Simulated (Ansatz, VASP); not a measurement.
One calculation of ZnO, two programs

```
Zn O
1.0
     3.27092    0.00000    0.00000
    -1.63546    2.83270    0.00000
     0.00000    0.00000    5.23826
Zn O
2 2
Direct
  0.33333 0.66667 0.00000
  0.66667 0.33333 0.50000
  0.33333 0.66667 0.38210
  0.66667 0.33333 0.88210
```

Change from the starting cell: volume scaled by 1.02, crystal datasets.

Alike in both runs: task electric field gradients; functional LDA; k mesh 8 × 8 × 5; occupations fermi-dirac, width 0.01 eV; no spin polarisation.

```csv
,VASP,Ansatz
version,VASP 6.6.1,Ansatz 0.2.0
potentials or method,"VASP PAW LDA potentials, release 64 (Zn, O), cutoff 520 eV","all-electron PAW with datasets made for the crystal, scalar-relativistic"
```

Ansatz gave:

* gap on the k mesh at the Fermi level (eV): 0.71
* pressure (GPa): -9.5
* traceless stress, the component that is largest in VASP (GPa): 0.46
* rms of the force components (eV/Å): 0.023
* size of Vzz on the site where it differs most (V/Å²): 7.0

Q: Which values does VASP return?

A: gap on the k mesh at the Fermi level (eV): 0.71; pressure (GPa): -8.5; traceless stress, the component that is largest in VASP (GPa): 0.46; rms of the force components (eV/Å): 0.023; size of Vzz on the site where it differs most (V/Å²): 7.6.

LDA's correlation is that of Perdew and Zunger in VASP and of Perdew and Wang (1992) in Ansatz. Atom by atom the forces differ by 0.000 eV/Å (rms over components). Ansatz ran all-electron here, and VASP with PAW potentials.
